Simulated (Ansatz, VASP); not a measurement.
**Two plane-wave programs on Be2S3**

```
CELL_PARAMETERS angstrom
2.35109 -2.61171 0.18658
2.35109 2.61171 0.18658
-0.86541 0.00000 6.45142
ATOMIC_POSITIONS crystal
Be 0.49204 0.94391 0.81108
Be 0.05609 0.50796 0.18892
S 0.37677 0.43052 0.64209
S 0.56948 0.62323 0.35791
S 0.00562 0.99438 0.00000
```

Alike in both runs: functional PBE; k mesh 5 × 5 × 3; occupations gaussian, width 0.2 eV; no spin polarisation.

Ansatz relaxed the structure, and its values are those at the end. VASP's run is a single point on that final structure, the one shown.

```csv
,VASP,Ansatz
version,VASP 6.6.1,Ansatz 0.2.0
potentials or method,"VASP PAW PBE potentials, release 64 (Be, S), cutoff 520 eV","scalar-relativistic, plane waves, PAW"
valence electrons in the cell,22,22
```

```csv
,VASP,Ansatz,Ansatz less VASP
gap on the k mesh at the Fermi level (eV),1.79,1.76,-0.030
least direct gap on the mesh (eV),2.48,2.45,-0.032
pressure (GPa),-0.3,-0.2,+0.13
rms of the force components (eV/Å),0.038,0.039,+0.0017
```

The functional is the same, so the differences come from potentials, cutoffs and numerics.
